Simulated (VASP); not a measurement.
Here is a VASP 6.6.1 calculation.

Contents of INCAR:

```
PREC = Accurate
ENCUT = 520
EDIFF = 1E-7
ISMEAR = 0
SIGMA = 0.1
LREAL = False
LASPH = True
NELM = 100
ALGO = Normal
ISIF = 2
LWAVE = False
LCHARG = False
GGA = PE
NBANDS = 17
```

KPOINTS

```
Automatic mesh
0
Gamma
  8 8 12
```

POSCAR

```
SnSe
1.0
    4.3614332541     -0.0000000186     -0.0004027816
   -0.0000000186      4.3614332541     -0.0004027816
    2.1804425027      2.1804425027      3.0202111949
Sn Se
1 1
Direct
    0.0000000000      0.0000000000      0.0000000000
    0.5000000000      0.5000000000      0.0000000000
```

Potentials or basis: VASP PAW PBE potentials, release 64 (Sn_d, Se).

The run is started by

```sh
$ cat potpaw_PBE.64/Sn_d/POTCAR potpaw_PBE.64/Se/POTCAR > POTCAR
$ mpirun -np 1 vasp_std > vasp.out
```

(1) Predict the pressure.

(2) Estimate the band gap on the k mesh.

Results:

(1) -1.4 GPa.

(2) 0.36 eV, indirect (least direct gap 0.38 eV).

Caveat: spin-orbit coupling is left out, which moves the levels of the heavy elements.
